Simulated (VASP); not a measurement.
A run of VASP 6.6.1 is set up as follows.

INCAR

```
SYSTEM = TiAl3
  PREC = Accurate
  ENCUT = 500
  EDIFF = 1E-6
  ISMEAR = 0
  SIGMA = 0.15
  LREAL = .FALSE.
  LASPH = .TRUE.
  NELM = 120
  ALGO = Normal
  ISIF = 2
  LWAVE = .FALSE.
  LCHARG = .FALSE.
  GGA = PS
  NBANDS = 44
  GGA_COMPAT = .FALSE.
```

File KPOINTS:

```
regular mesh
0
G
  12 12 4
  0 0 0
```

The input POSCAR:

```
TiAl3
1.0
    0.0000000000     -3.9483448101      0.0000000000
    0.0000000000      0.0000000000     -3.9483448101
   11.8450344303     -1.3159833252      1.3159833252
Ti Al
3 9
Direct
   -0.0833194450      1.0833194450      0.2499833333
   -0.1944194450      1.1944194450      0.5833166667
   -0.3055194450      1.3055194450      0.9166500000
    0.4722305550      0.0277694450      0.0833166667
    0.3611305550      0.1388694450      0.4166500000
    0.2500305550      0.2499694450      0.7499833333
   -0.0277694450      0.5277694450      0.0833166667
   -0.1388694450      0.6388694450      0.4166500000
   -0.2499694450      0.7499694450      0.7499833333
    0.1944805550      0.8055194450      0.9166500000
    0.4166805550      0.5833194450      0.2499833333
    0.3055805550      0.6944194450      0.5833166667
```

Potentials or basis: VASP PAW PBE potentials, release 64 (Ti_sv, Al).

Command:

```console
$ cat potpaw_PBE.64/Ti_sv/POTCAR potpaw_PBE.64/Al/POTCAR > POTCAR
$ mpirun -np 1 vasp_std > vasp.out
```

**Question.** Predict the largest force.

**Answer.** 3.571 eV/Å.

**Question.** Predict the band gap on the k mesh.

**Answer.** Zero (an odd number of electrons rules out a gap without spin polarisation).

**Question.** What does it give for the pressure?

**Answer.** 3.6 GPa.

Forces in eV/Å, atoms in the order of the input:
```
Ti   1.180 -0.211  0.211
Ti   0.001 -0.007  0.007
Ti  -3.320  0.928 -0.928
Al   1.820 -0.538  0.593
Al  -0.024  0.026  0.016
Al   0.096 -0.075 -0.039
Al   1.820 -0.593  0.538
Al  -0.024 -0.016 -0.026
Al   0.096  0.039  0.075
Al  -1.392  0.404 -0.404
Al  -0.231  0.059 -0.059
Al  -0.023 -0.016  0.016
```

Caveat: the cell differs from its parent crystal (the part above a cut slid along it); the stress differs along the axes, from 0 to 10 GPa; the PAW data sets were made with another functional, which shifts forces and pressure a little.
